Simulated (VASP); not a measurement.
# ZnSe (Stilleite) (F-43m) in VASP: settings compared

The runs below take ZnSe (Stilleite) through single point, with B3LYP, B3LYP5.

Everything below comes from runs of VASP 6.6.1. Logs are shortened: lines on timing, memory, paths and dates and some standing lists are left out, and cuts for length are marked.

## (1) The cell of the first run

The structure is cubic, space group F-43m (No. 216). Conventional cell: a = 5.668 Å, b = 5.668 Å, c = 5.668 Å, α = 90.00°, β = 90.00°, γ = 90.00°. Within 3.2 Å of Se (site symmetry -43m) lie 4 Zn at 2.45 Å. Within 3.2 Å of Zn (site symmetry -43m) lie 4 Se at 2.45 Å.

## (2) Single point, B3LYP

The input, POSCAR:

```
ZnSe
1.0
    0.0000000000      2.8338000000      2.8338000000
    2.8338000000      0.0000000000      2.8338000000
    2.8338000000      2.8338000000      0.0000000000
Se Zn
1 1
Direct
    0.7500000000      0.7500000000      0.7500000000
    0.0000000000      0.0000000000      0.0000000000
```

The input, INCAR.step1:

```
SYSTEM = ZnSe
  ALGO = Normal
  EDIFF = 1E-5
  ENCUT = 520
  GGA = PE
  ISIF = 2
  ISMEAR = -1
  LASPH = .TRUE.
  LCHARG = .FALSE.
  LREAL = .FALSE.
  LWAVE = .TRUE.
  NBANDS = 16
  NELM = 100
  PREC = Accurate
  SIGMA = 0.05
```

The input, INCAR.step2:

```
SYSTEM = ZnSe
  AEXX = 0.2
  AGGAC = 0.81
  AGGAX = 0.72
  ALDAC = 0.19
  ALGO = Normal
  EDIFF = 1E-6
  ENCUT = 520
  GGA = B3
  ISIF = 2
  ISMEAR = -1
  ISTART = 1
  LASPH = .TRUE.
  LCHARG = .FALSE.
  LHFCALC = .TRUE.
  LREAL = .FALSE.
  LWAVE = .FALSE.
  NBANDS = 16
  NELM = 100
  PREC = Accurate
  PRECFOCK = Normal
  SIGMA = 0.05
```

The input, KPOINTS:

```
k-points
0
G
  4 4 4
  0 0 0
```

Potentials or basis: VASP PAW PBE potentials, release 64 (Se, Zn).

Command:

```
$ cat potpaw_PBE.64/Se/POTCAR potpaw_PBE.64/Zn/POTCAR > POTCAR
$ cp INCAR.step1 INCAR
$ mpirun -np 1 vasp_std > vasp.out
$ cp INCAR.step2 INCAR
$ mpirun -np 1 vasp_std > vasp.out
```

OUTCAR:

```text
SYSTEM = ZnSe
   AEXX = 0.2
   EDIFF = 1E-6
   ENCUT = 520
   GGA = B3
   ISIF = 2
   ISMEAR = -1
   ISTART = 1
   LASPH = .TRUE.
   LHFCALC = .TRUE.
   LREAL = .FALSE.
   NELM = 100
   PREC = Accurate
   PRECFOCK = Normal

 ion  position               nearest neighbor table
   1  0.750  0.750  0.750-   2 2.45   2 2.45   2 2.45   2 2.45
   2  0.000  0.000  0.000-   1 2.45   1 2.45   1 2.45   1 2.45

  LATTYP: Found a face centered cubic cell.
 ALAT       =     5.6676000000

  Lattice vectors:

 A1 = (   0.0000000000,   2.8338000000,   2.8338000000)
 A2 = (   2.8338000000,   0.0000000000,   2.8338000000)
 A3 = (   2.8338000000,   2.8338000000,   0.0000000000)

Analysis of symmetry for initial positions (statically):
=====================================================================
 Subroutine PRICEL returns:
 Original cell was already a primitive cell.

 Routine SETGRP: Setting up the symmetry group for a
 face centered cubic supercell.

 Subroutine GETGRP returns: Found 24 space group operations
 (whereof 24 operations were pure point group operations)
 out of a pool of 48 trial point group operations.

The static configuration has the point symmetry T_d .

Analysis of symmetry for dynamics (positions and initial velocities):
=====================================================================
 Subroutine PRICEL returns:
 Original cell was already a primitive cell.

 Routine SETGRP: Setting up the symmetry group for a
 face centered cubic supercell.

 Subroutine GETGRP returns: Found 24 space group operations
 (whereof 24 operations were pure point group operations)
 out of a pool of 48 trial point group operations.

The dynamic configuration has the point symmetry T_d .

 Subroutine INISYM returns: Found 24 space group operations
 (whereof 24 operations are pure point group operations),
 and found     1 'primitive' translations

----------------------------------------------------------------------------------------

                                     Primitive cell

  volume of cell :      45.5132

  direct lattice vectors                    reciprocal lattice vectors
     0.000000000  2.833800000  2.833800000    -0.176441527  0.176441527  0.176441527
     2.833800000  0.000000000  2.833800000     0.176441527 -0.176441527  0.176441527
     2.833800000  2.833800000  0.000000000     0.176441527  0.176441527 -0.176441527

  length of vectors
     4.007598393  4.007598393  4.007598393     0.305605690  0.305605690  0.305605690

  position of ions in fractional coordinates (direct lattice)
     0.750000000  0.750000000  0.750000000
     0.000000000  0.000000000  0.000000000

  ion indices of the primitive-cell ions
   primitive index   ion index
                 1           1
                 2           2

----------------------------------------------------------------------------------------

 KPOINTS: k-points

Automatic generation of k-mesh.
 Grid dimensions read from file:
 generate k-points for:    4    4    4

 Generating k-lattice:

  Cartesian coordinates                     Fractional coordinates (reciprocal lattice)
    -0.044110382  0.044110382  0.044110382     0.250000000  0.000000000  0.000000000
     0.044110382 -0.044110382  0.044110382     0.000000000  0.250000000  0.000000000
     0.044110382  0.044110382 -0.044110382     0.000000000  0.000000000  0.250000000

  Length of vectors
     0.076401422  0.076401422  0.076401422

  Shift w.r.t. Gamma in fractional coordinates (k-lattice)
     0.000000000  0.000000000  0.000000000

 Subroutine IBZKPT returns following result:
 ===========================================

 Found      8 irreducible k-points:

 Following reciprocal coordinates:
            Coordinates               Weight
  0.000000  0.000000  0.000000      1.000000
  0.250000  0.000000  0.000000      8.000000
  0.500000  0.000000  0.000000      4.000000
  0.250000  0.250000  0.000000      6.000000
  0.500000  0.250000  0.000000     24.000000
 -0.250000  0.250000  0.000000     12.000000
  0.500000  0.500000  0.000000      3.000000
 -0.250000  0.500000  0.250000      6.000000
   k-points           NKPTS =      8   k-points in BZ     NKDIM =     64   number of bands    NBANDS=     16
   number of dos      NEDOS =    301   number of ions     NIONS =      2
   total plane-waves  NPLWV =  27000
   dimension x,y,z NGX =    30 NGY =   30 NGZ =   30
   dimension x,y,z NGXF=    60 NGYF=   60 NGZF=   60
   ions per type =               1   1
   NGX,Y,Z   is equivalent  to a cutoff of  12.44, 12.44, 12.44 a.u.
   NGXF,Y,Z  is equivalent  to a cutoff of  24.89, 24.89, 24.89 a.u.
 SYSTEM =  ZnSe
   PREC   = accura    normal or accurate (medium, high low for compatibility)
   ISTART =      1    job   : 0-new  1-cont  2-samecut
   ICHARG =      0    charge: 1-file 2-atom 10-const
   ISPIN  =      1    spin polarized calculation?
   LNONCOLLINEAR =      F non collinear calculations
   LSORBIT =      F    spin-orbit coupling
   LASPH  =      T    aspherical Exc in radial PAW
   ENCUT  =  520.0 eV  38.22 Ry    6.18 a.u.   7.45  7.45  7.45*2*pi/ulx,y,z
   NELM   =    100;   NELMIN=  2; NELMDL=  0     # of ELM steps
   EDIFF  = 0.1E-05   stopping-criterion for ELM
   LREAL  =      F    real-space projection
   EDIFFG = 0.1E-04   stopping-criterion for IOM
   NSW    =      0    number of steps for IOM
   IBRION =     -1    ionic relax: 0-MD 1-quasi-New 2-CG
   NFREE  =      0    steps in history (QN), initial steepest desc. (CG)
   ISIF   =      2    stress and relaxation
   ISYM   =      3    0-nonsym 1-usesym 2-fastsym
   POTIM  = 0.5000    time-step for ionic-motion
   TEBEG  =    0.0;   TEEND  =   0.0 temperature during run
   PSTRESS=    0.0 pullay stress
   NELECT =      18.0000    total number of electrons
   NUPDOWN=      -1.0000    fix difference up-down
   EMIN   =  10.00;   EMAX   =-10.00  energy-range for DOS
   EFERMI =   0.00;   METHOD = LEGACY
   ISMEAR =    -1;   SIGMA  =   0.05  broadening in eV -4-tet -1-fermi 0-gaus
   EFERMI_NEDOS =   21; number of points for ismear=-14 and -15
   IALGO  =     38    algorithm
   IMIX   =      1    mixing-type and parameters
     AMIX     =   0.40;   BMIX     =  1.00
     AMIX_MAG =   1.60;   BMIX_MAG =  1.00
  volume/ion in A,a.u.               =      22.76       153.57
  Fermi-wavevector in a.u.,A,eV,Ry     =   1.201673  2.270834 19.647073  1.444019
  Thomas-Fermi vector in A             =   2.337476
   LORBIT       =      0    0 simple, 1 ext, 2 COOP (PROOUT), +10 PAW based schemes
   GGA     = B3    functional components
   LHFCALC =     T    Hartree Fock is set to
   PRECFOCK=normal    Normal, Fast or Accurate (Low or Medium for compatibility)
   ENCUT4O =  -1.0   cutoff for four orbital integrals eV
   NKREDX  =     1    reduce k-point grid by
   NKREDY  =     1    reduce k-point grid by
   NKREDZ  =     1    reduce k-point grid by
   AEXX    =    0.2000 exact exchange contribution
   HFSCREEN=    0.0000 screening length (either q_TF or 0.3 A-1)
   HFSCREENC=   0.0000 screening length for correlation (either q_TF or 0.3 A-1)
   ENCUTFOCK=  -1.0 apply spherical cutoff to Coloumb kernel
   IVDW    =     0    specifies the selected vdW correction
   LEPSILON=     F    determine dielectric tensor
   LRPA    =     F    only Hartree local field effects (RPA)
 non-spin polarized calculation
  energy-cutoff  :      520.00
  volume of cell :       45.51
 maximum number of plane-waves:      1243
 NGX is ok and might be reduce to    30
  NGX = 24; NGY = 24; NGZ = 24

 number of electron      18.0000012 magnetization

 Free energy of the ion-electron system (eV)
  ---------------------------------------------------
  ext. energy  EPLUGINS =         0.00000000
  ---------------------------------------------------
  free energy    TOTEN  =        -6.63173992 eV

  energy without entropy =       -6.63173992  energy(sigma->0) =       -6.63173992

 E-fermi :   2.1321     XC(G=0):  -7.4266

 val. band max:        0.9894704591   @ k =   0.0000   0.0000   0.0000
 cond. band min:       3.7271720460   @ k =   0.0000   0.0000   0.0000
 fundamental gap:      2.7377015869
 Fermi energy:         2.1321419199

 k-point     1 :       0.0000    0.0000    0.0000
  band No.  band energies     occupation
      1     -13.2006      2.00000
      2      -7.0402      2.00000
      3      -7.0402      2.00000
      4      -7.0402      2.00000
      5      -6.7148      2.00000
      6      -6.7148      2.00000
[... 8 lines left out ...]
     15      14.1846      0.00000
     16      14.1846      0.00000

 k-point     2 :       0.2500    0.0000    0.0000
  band No.  band energies     occupation
      1     -12.8163      2.00000
      2      -6.9944      2.00000
      3      -6.9944      2.00000
      4      -6.9318      2.00000
      5      -6.7152      2.00000
      6      -6.7152      2.00000
[... 8 lines left out ...]
     15      13.1196      0.00000
     16      13.4307      0.00000

 k-point     3 :       0.5000    0.0000    0.0000
  band No.  band energies     occupation
      1     -12.3678      2.00000
      2      -6.9605      2.00000
      3      -6.9604      2.00000
      4      -6.7009      2.00000
      5      -6.7009      2.00000
      6      -6.5352      2.00000
[... 8 lines left out ...]
     15      15.9364      0.00000
     16      15.9364      0.00000

 k-point     4 :       0.2500    0.2500    0.0000
  band No.  band energies     occupation
      1     -12.6874      2.00000
      2      -6.9847      2.00000
      3      -6.9408      2.00000
      4      -6.9408      2.00000
      5      -6.7328      2.00000
      6      -6.6941      2.00000
[... 8 lines left out ...]
     15      15.0897      0.00000
     16      16.6526      0.00000

 k-point     5 :       0.5000    0.2500    0.0000
  band No.  band energies     occupation
      1     -12.2366      2.00000
      2      -6.9361      2.00000
      3      -6.8896      2.00000
      4      -6.7870      2.00000
      5      -6.6925      2.00000
      6      -6.5265      2.00000
[... 8 lines left out ...]
     15      16.0972      0.00000
     16      16.9864      0.00000

 k-point     6 :      -0.2500    0.2500    0.0000
  band No.  band energies     occupation
      1     -12.3876      2.00000
      2      -6.9430      2.00000
      3      -6.9355      2.00000
      4      -6.7585      2.00000
      5      -6.7261      2.00000
      6      -6.6311      2.00000
[... 8 lines left out ...]
     15      14.7887      0.00000
     16      16.9677      0.00000

 k-point     7 :       0.5000    0.5000    0.0000
  band No.  band energies     occupation
      1     -12.0871      2.00000
      2      -6.9238      2.00000
      3      -6.8210      2.00000
      4      -6.8210      2.00000
      5      -6.6732      2.00000
      6      -6.4918      2.00000
[... 8 lines left out ...]
     15      16.7623      0.00000
     16      17.2416      0.00000

 k-point     8 :      -0.2500    0.5000    0.2500
  band No.  band energies     occupation
      1     -12.0834      2.00000
      2      -6.9045      2.00000
      3      -6.8692      2.00000
      4      -6.7491      2.00000
      5      -6.7253      2.00000
      6      -6.3839      2.00000
[... 8 lines left out ...]
     15      16.6363      0.00000
     16      16.9052      0.00000

------------------------ aborting loop because EDIFF is reached ----------------------------------------

  FORCE on cell =-STRESS in cart. coord.  units (eV):
  Direction    XX          YY          ZZ          XY          YZ          ZX
  --------------------------------------------------------------------------------------
  -------------------------------------------------------------------------------------
  Total        1.1512309      1.1512309      1.1512309      0.0000000      0.0000000      0.0000000
  in kB       40.5261584     40.5261584     40.5261584      0.0000000      0.0000000      0.0000000
  external PRESSURE =      40.5261584 kB  Pullay stress =       0.0000000 kB

 VOLUME and BASIS-vectors are now :
 -----------------------------------------------------------------------------
  energy-cutoff  :      520.00
  volume of cell :       45.51
      direct lattice vectors                 reciprocal lattice vectors
     0.000000000  2.833800000  2.833800000    -0.176441527  0.176441527  0.176441527
     2.833800000  0.000000000  2.833800000     0.176441527 -0.176441527  0.176441527
     2.833800000  2.833800000  0.000000000     0.176441527  0.176441527 -0.176441527

 POSITION                                       TOTAL-FORCE (eV/Angst)
 -----------------------------------------------------------------------------------
      4.25070      4.25070      4.25070         0.000000      0.000000      0.000000
      0.00000      0.00000      0.00000        -0.000000     -0.000000     -0.000000
 -----------------------------------------------------------------------------------
    total drift:                               -0.000294     -0.000182     -0.000139

  FREE ENERGIE OF THE ION-ELECTRON SYSTEM (eV)
  ---------------------------------------------------
  free  energy   TOTEN  =        -6.6317399193 eV

  energy  without entropy=       -6.6317399193  energy(sigma->0) =       -6.63173992
```

Wall time 9.8 min (1 thread of AMD EPYC 7R13 (Zen 3), shared host); peak memory 0.15 GiB.

What came out:

- Free energy: -6.6317 eV
- Pressure: 4.1 GPa
- Band gap on the k mesh: 2.74 eV, direct

Levels at points of the mesh, in eV from the valence-band top:
| k point | band 7 | band 8 | band 9 | band 10 | band 11 | band 12 |
| --- | --- | --- | --- | --- | --- | --- |
| (0.00, 0.00, 0.00) | 0.00 | 0.00 | 0.00 | 2.74 | 7.36 | 7.36 |
| (0.50, 0.00, 0.00) | -5.48 | -0.90 | -0.90 | 4.01 | 7.94 | 7.94 |
| (0.50, 0.50, 0.00) | -5.11 | -2.27 | -2.27 | 4.40 | 4.92 | 12.54 |

Caveat: the k points lie up to 0.48 Å⁻¹ apart; the PAW data sets were made with another functional, which shifts forces and pressure a little.

## (3) Single point, B3LYP5, non-collinear spin, zero start, spin-orbit coupling

POSCAR is that of step 2.

The input, INCAR.step1:

```
SYSTEM = ZnSe
PREC = Accurate ; ENCUT = 520
EDIFF = 1E-5 ; ISMEAR = 0
SIGMA = 0.1 ; LREAL = .FALSE.
LASPH = .TRUE. ; NELM = 150
ALGO = Normal ; ISIF = 2
LWAVE = .TRUE. ; MAGMOM = 0 0 0 0 0 0
LORBIT = 11 ; LSORBIT = .TRUE.
GGA_COMPAT = .FALSE. ; LORBMOM = .TRUE.
NBANDS = 30 ; GGA = PE
LUSENCCL = .FALSE.
```

The input, INCAR.step2:

```
SYSTEM = ZnSe
PREC = Accurate ; ENCUT = 520
EDIFF = 1E-6 ; ISMEAR = 0
SIGMA = 0.1 ; LREAL = .FALSE.
LASPH = .TRUE. ; NELM = 150
ALGO = Normal ; ISIF = 2
LWAVE = .FALSE. ; LCHARG = .TRUE.
MAGMOM = 0 0 0 0 0 0 ; LORBIT = 11
LSORBIT = .TRUE. ; GGA_COMPAT = .FALSE.
LORBMOM = .TRUE. ; GGA = B5
LHFCALC = .TRUE. ; AEXX = 0.2
AGGAX = 0.72 ; AGGAC = 0.81
ALDAC = 0.19 ; PRECFOCK = Normal
LVHAR = .TRUE. ; NBANDS = 30
ISTART = 1 ; LUSENCCL = .FALSE.
```

The input, KPOINTS:

```
regular mesh
0
G
  5 5 5
  0 0 0
```

Potentials or basis: VASP PAW PBE potentials, release 64 (Se, Zn).

Command:

```
$ cat potpaw_PBE.64/Se/POTCAR potpaw_PBE.64/Zn/POTCAR > POTCAR
$ cp INCAR.step1 INCAR
$ mpirun -np 1 vasp_ncl > vasp.out
$ cp INCAR.step2 INCAR
$ mpirun -np 1 vasp_ncl > vasp.out
```

OUTCAR:

```text
SYSTEM = ZnSe
   PREC = Accurate
   ENCUT = 520
   EDIFF = 1E-6
   ISMEAR = 0
   LREAL = .FALSE.
   LASPH = .TRUE.
   NELM = 150
   ISIF = 2
   LORBIT = 11
   LSORBIT = .TRUE.
   GGA = B5
   LHFCALC = .TRUE.
   AEXX = 0.2
   PRECFOCK = Normal
   ISTART = 1

 ion  position               nearest neighbor table
   1  0.750  0.750  0.750-   2 2.45   2 2.45   2 2.45   2 2.45
   2  0.000  0.000  0.000-   1 2.45   1 2.45   1 2.45   1 2.45

  LATTYP: Found a face centered cubic cell.
 ALAT       =     5.6676000000

[... 753 lines left out ...]
     0.0000000    -0.0005285     0.0000000    -0.0005285     0.0000000
    -0.0001817    -0.0001817    -0.0005285     0.0000000    -0.0001762
    -0.0007046    -0.0001762     0.0000000    -0.0001762     0.0000000
 l=   3
     0.0000000     0.0000000     0.0000000     0.0000000     0.0000000     0.0000000     0.0000000
     0.0000000     0.0000000     0.0000000     0.0000000     0.0000000     0.0000000     0.0000000
     0.0000000     0.0000000     0.0000000     0.0000000     0.0000000     0.0000000     0.0000000
     0.0000000     0.0000000     0.0000000     0.0000000     0.0000000     0.0000000     0.0000000
     0.0000000     0.0000000     0.0000000     0.0000000     0.0000000     0.0000000     0.0000000
     0.0000000     0.0000000     0.0000000     0.0000000     0.0000000     0.0000000     0.0000000
     0.0000000     0.0000000     0.0000000     0.0000000     0.0000000     0.0000000     0.0000000

 total charge

# of ion       s       p       d       tot
------------------------------------------
    1        1.451   2.501   0.027   3.978
    2        0.513   0.446   9.826  10.785
--------------------------------------------------
tot          1.964   2.946   9.853  14.763

 magnetization (x)

# of ion       s       p       d       tot
------------------------------------------
    1        0.000  -0.000   0.000  -0.000
    2       -0.000   0.000  -0.000   0.000
--------------------------------------------------
tot         -0.000   0.000  -0.000   0.000

 magnetization (y)

# of ion       s       p       d       tot
------------------------------------------
    1        0.000  -0.000   0.000  -0.000
    2        0.000   0.000   0.000   0.000
--------------------------------------------------
tot          0.000   0.000   0.000   0.000

 magnetization (z)

# of ion       s       p       d       tot
------------------------------------------
    1        0.000   0.000   0.000   0.000
    2       -0.000   0.000   0.000   0.000
--------------------------------------------------
tot         -0.000   0.000   0.000   0.000
```

OUTCAR.step1:

```text
SYSTEM = ZnSe
   PREC = Accurate
   ENCUT = 520
   EDIFF = 1E-5
   ISMEAR = 0
   LREAL = .FALSE.
   LASPH = .TRUE.
   NELM = 150
   ISIF = 2
   LORBIT = 11
   LSORBIT = .TRUE.
[... 784 lines left out ...]
tot          0.000   0.000  -0.000   0.000

 magnetization (y)

# of ion       s       p       d       tot
------------------------------------------
    1        0.000   0.000  -0.000  -0.000
    2        0.000   0.000   0.000   0.000
--------------------------------------------------
tot          0.000   0.000  -0.000  -0.000

 magnetization (z)

# of ion       s       p       d       tot
------------------------------------------
    1        0.000   0.000  -0.000   0.000
    2        0.000   0.000  -0.000   0.000
--------------------------------------------------
tot          0.000   0.000  -0.000   0.000
```

Wall time 32 min (1 × NVIDIA H100 80GB with 1 thread of AMD EPYC 7R13 (Zen 3), shared host); peak memory 1.3 GiB.

What came out:

* Free energy: -6.6492 eV
* Pressure: 4.0 GPa
* Net moment: 0.00 μB per cell
* Valence electrons inside the program's atomic spheres: Se 3.98; Zn 10.79

Moments on the atoms (μB; x, y, z):
```
Se  0.00 0.00 0.00
Zn  0.00 0.00 0.00
```

Caveat: the k points lie up to 0.38 Å⁻¹ apart; the PAW data sets were made with another functional, which shifts forces and pressure a little.
